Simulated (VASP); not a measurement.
A run of VASP 6.6.1 is set up as follows.

Contents of INCAR:

```
PREC     = Accurate       # precision mode
ENCUT    = 520            # plane-wave cutoff, eV
EDIFF    = 1E-6           # SCF threshold, eV
ISMEAR   = 0              # smearing method
SIGMA    = 0.02           # smearing width, eV
LREAL    = Auto         
LASPH    = True           # aspherical terms in the spheres
NELM     = 100            # most SCF steps
ALGO     = Normal         # electronic algorithm
ISIF     = 2              # what is computed and relaxed
LWAVE    = False          # write WAVECAR
LCHARG   = False          # write CHGCAR
GGA      = PE             # functional
IVDW     = 12             # dispersion correction
NBANDS   = 236            # bands
```

The input KPOINTS:

```
regular mesh
0
Gamma
  1 1 1
```

POSCAR

```
Si12HO24
1.0
    9.8316000001      0.0000000000      0.0000000000
   -4.9158000000      8.5144153599      0.0000000000
    0.0000000000      0.0000000000     10.8182000000
Si O H
24 48 2
Direct
    0.2730135294     -0.0017597024      0.1648096030
   -0.0017597024      0.2730135294      0.3351903970
    0.2334107256      0.2294554284     -0.0039170731
    0.2650408045     -0.0006403419      0.6632642291
   -0.0006403419      0.2650408045      0.8367357709
    0.2294554284      0.2334107256      0.5039170731
    0.2698474952      0.4996122534      0.1628066616
   -0.0004288439      0.7560890589      0.3325157716
    0.2398186208      0.7371260502     -0.0026013008
    0.2662524628      0.4973046404      0.6730462175
    0.0031088042      0.7718258670      0.8366137582
    0.2279568862      0.7253260185      0.5024848300
    0.7560890589     -0.0004288439      0.1674842284
    0.4996122534      0.2698474952      0.3371933384
    0.7253260185      0.2279568862     -0.0024848300
    0.7718258670      0.0031088042      0.6633862418
    0.4973046404      0.2662524628      0.8269537825
    0.7371260502      0.2398186208      0.5026013008
    0.7615260096      0.4964606238      0.1662875967
    0.4964606238      0.7615260096      0.3337124033
    0.7357376183      0.7386115781      0.0027102601
    0.7682859482      0.5035385543      0.6692439351
    0.5035385543      0.7682859482      0.8307560649
    0.7386115781      0.7357376183      0.4972897399
    0.0663897049      0.2112566132      0.4466019365
    0.3006252318      0.3669617392      0.1008037025
    0.1389302667      0.4302763183      0.2723285232
    0.2112566132      0.0663897049      0.0533980635
    0.3669617392      0.3006252318      0.3991962975
    0.4302763183      0.1389302667      0.2276714768
    0.0639831310      0.1977361241      0.9460614983
    0.2899166829      0.3572202816      0.6178618837
    0.1391724914      0.4323924660      0.7854788511
    0.1977361241      0.0639831310      0.5539385017
    0.3572202816      0.2899166829      0.8821381163
    0.4323924660      0.1391724914      0.7145211489
    0.0612216466      0.6936621963      0.4469692074
    0.3128363858      0.8710094989      0.1045743741
    0.1432348517      0.9128182256      0.2732705498
    0.2093107553      0.5719597657      0.0550947375
    0.3551292018      0.7814936263      0.3908240545
    0.4343498666      0.6321740044      0.2230420893
    0.0732778431      0.7119502416      0.9467299195
    0.2922387627      0.8614578549      0.6079134114
    0.1395097543      0.9347720069      0.7767422496
    0.2013822217      0.5631758807      0.5634621823
    0.3636925092      0.7945114517      0.8830439757
    0.4351503134      0.6339537550      0.7237584146
    0.5719597657      0.2093107553      0.4449052625
    0.7814936263      0.3551292018      0.1091759455
    0.6321740044      0.4343498666      0.2769579107
    0.6936621963      0.0612216466      0.0530307926
    0.8710094989      0.3128363858      0.3954256259
    0.9128182256      0.1432348517      0.2267294502
    0.5631758807      0.2013822217      0.9365378177
    0.7945114517      0.3636925092      0.6169560243
    0.6339537550      0.4351503134      0.7762415854
    0.7119502416      0.0732778431      0.5532700805
    0.8614578549      0.2922387627      0.8920865886
    0.9347720069      0.1395097543      0.7232577504
    0.5723757839      0.7066566801      0.4428086153
    0.7940759200      0.8672233111      0.1142548839
    0.6250931494      0.9294839779      0.2763275270
    0.7066566801      0.5723757839      0.0571913847
    0.8672233111      0.7940759200      0.3857451161
    0.9294839779      0.6250931494      0.2236724730
    0.5719438388      0.7109650186      0.9438275686
    0.8026118692      0.8683798830      0.6057480971
    0.6390539688      0.9318382593      0.7714860271
    0.7109650186      0.5719438388      0.5561724314
    0.8683798830      0.8026118692      0.8942519029
    0.9318382593      0.6390539688      0.7285139729
    0.1631091737      0.1415354049      0.2795321212
    0.1415354049      0.1631091737      0.2204678788
```

Potentials or basis: VASP PAW PBE potentials, release 64 (Si, O, H).

Run with:

```sh
$ cat potpaw_PBE.64/Si/POTCAR potpaw_PBE.64/O/POTCAR potpaw_PBE.64/H/POTCAR > POTCAR
$ mpirun -np 1 vasp_gam > vasp.out
```

Task: Estimate the largest force.

Result: 0.028 eV/Å.

Task: Predict the band gap on the k mesh.

Result: 5.87 eV.

Task: Estimate the dispersion energy per atom.

Result: -0.142 eV.

Task: Estimate the pressure.

Result: 0.9 GPa.

Stress tensor (GPa, compression positive):
```
 0.79  0.02 -0.24
 0.02  0.81  0.14
-0.24  0.14  1.11
```

Caveat: the k points lie up to 0.74 Å⁻¹ apart.
